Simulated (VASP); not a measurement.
Crystal: MgZnTe2.

```
Mg Zn Te
1.0
     4.14606    0.00000    0.00000
     0.00000    4.14606    0.00000
     0.00000    0.00000    5.86341
Mg Zn Te
1 1 2
Cartesian
  2.0730 2.0730 2.9317
  0.0000 0.0000 0.0000
  2.0730 0.0000 4.3976
  0.0000 2.0730 1.4659
```

* Program: VASP 6.6.1
* Task: relaxation of cell and atoms
* Functional: PBE
* Potentials or basis: VASP PAW PBE potentials, release 64 (Mg, Zn, Te)
* Cutoff: 600 eV
* k mesh: 4 × 4 × 4
* Occupations: gaussian, width 0.1 eV
* Spin: no spin polarisation

At the start: pressure 15.5 GPa; volume 25.20 Å³/atom.

Problem. How do energy, volume and symmetry change on relaxing?

Solution. Over 6 steps the energy falls by 284.3 meV/atom and the volume is 32.02 Å³/atom (+27.1 %); space group P-4m2 (No. 115, to 0.05 Å).

Step by step:
```tsv
step	energy change (eV)	largest force (eV/Å)	pressure (GPa)	volume (Å³)
1	0.0000	0.9351	15.54	100.79
2	-1.0040	0.2233	-2.89	140.80
3	-1.1186	0.3686	0.01	128.26
4	-1.1188	0.3607	-0.16	128.85
5	-1.1291	0.2419	-0.11	128.60
6	-1.1374	0.0027	0.03	128.10
```

Final structure:
```xyz
4
Lattice="4.4989 0.0000 0.0000 0.0000 4.4989 0.0000 0.0000 0.0000 6.3287" Properties=species:S:1:pos:R:3 pbc="T T T"
Mg    2.2495    2.2495    3.1643
Zn    0.0000    0.0000    0.0000
Te    2.2495    4.4989    4.8336
Te    0.0000    2.2495    1.4950
```

Caveat: the volume moved by over 15 % at a fixed basis, so the end points are rough.
